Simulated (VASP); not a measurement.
SiC (SiC (110), 2 layers): single point with PBE

Slab: SiC (SiC (110), 2 layers), a slab with vacuum.

```
Si C
1.0
     3.09693    0.00000    0.00000
     0.00000    4.37971    0.00000
     0.00000    0.00000   17.54850
Si C
2 2
Direct
  0.00000 0.83593 0.48379
  0.50000 0.33593 0.51621
  0.50000 0.66407 0.45814
  0.00000 0.16407 0.54186
```

```json
{"Program": "VASP 6.6.1", "Task": "single point", "Functional": "PBE", "Potentials or basis": "VASP PAW PBE potentials, release 64 (Si, C)", "Cutoff": "520 eV", "k mesh": "8 × 6 × 1", "Occupations": "fermi-dirac, width 0.02 eV", "Spin": "no spin polarisation", "Dipole correction": "yes", "Further INCAR settings": "ALGO = Normal; EDIFF = 1e-06; NBANDS = 16"}
```

```json
{
  "Largest force": "0.006 eV/Å",
  "Band gap on the k mesh": "2.42 eV, indirect (least direct gap 2.65 eV)"
}
```

Forces in eV/Å, atoms in the order of the input:
```
Si   0.000 -0.006 -0.001
Si   0.000 -0.006  0.001
C    0.000  0.006  0.002
C    0.000  0.006 -0.002
```

Levels at points of the mesh, in eV from the valence-band top:
| k point | band 5 | band 6 | band 7 | band 8 | band 9 | band 10 | band 11 | band 12 |
| --- | --- | --- | --- | --- | --- | --- | --- | --- |
| (0.00, 0.00, 0.00) | -3.09 | -2.16 | -1.06 | -0.39 | 2.83 | 3.22 | 5.73 | 5.98 |
| (0.50, 0.00, 0.00) | -3.48 | -3.48 | -0.69 | -0.69 | 2.42 | 2.42 | 5.79 | 5.79 |
| (0.00, 0.50, 0.00) | -2.19 | -2.19 | -0.57 | -0.57 | 4.16 | 4.16 | 5.38 | 5.38 |
| (0.50, 0.50, 0.00) | -2.34 | -2.34 | -1.09 | -1.09 | 3.90 | 3.90 | 6.17 | 6.17 |

It took 120 s on 1 thread of AMD EPYC 7R43 64-Core Processor (Zen 3), on a shared host, peak memory 0.34 GiB.
